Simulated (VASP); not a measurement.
N, 8 atoms in the cell. Symmetry: Pa-3, No. 205, cubic system. Conventional cell: a = 5.644 Å, b = 5.644 Å, c = 5.644 Å, α = 90.00°, β = 90.00°, γ = 90.00°. N (site symmetry 3) has 1 N at 1.06 Å within 1.4 Å. 

- Program: VASP 6.6.1
- Task: relaxation of cell and atoms
- Functional: PBE
- Potentials or basis: VASP PAW PBE potentials, release 64 (N)
- Cutoff: 600 eV
- k mesh: 3 × 3 × 3
- Occupations: fermi-dirac, width 0.05 eV
- Spin: no spin polarisation
- Dipole correction: no
- Further INCAR settings: ALGO = Normal; EDIFF = 1e-06; IBRION = 2; EDIFFG = -0.01; NSW = 80; ISIF = 3

Potentials or basis: VASP PAW PBE potentials, release 64 (N).

Launch:

```bash
$ cat potpaw_PBE.64/N/POTCAR > POTCAR
$ mpirun -np 1 vasp_std > vasp.out
```

Hardware: 1 thread of Intel Xeon 8259CL (shared host).

**Question.** How long does it take, and how much memory?

**Answer.** It took 12 min on 1 thread of Intel Xeon 8259CL, on a shared host, peak memory 0.31 GiB. Counts: scf iterations 223, k points 4, ion steps 35.
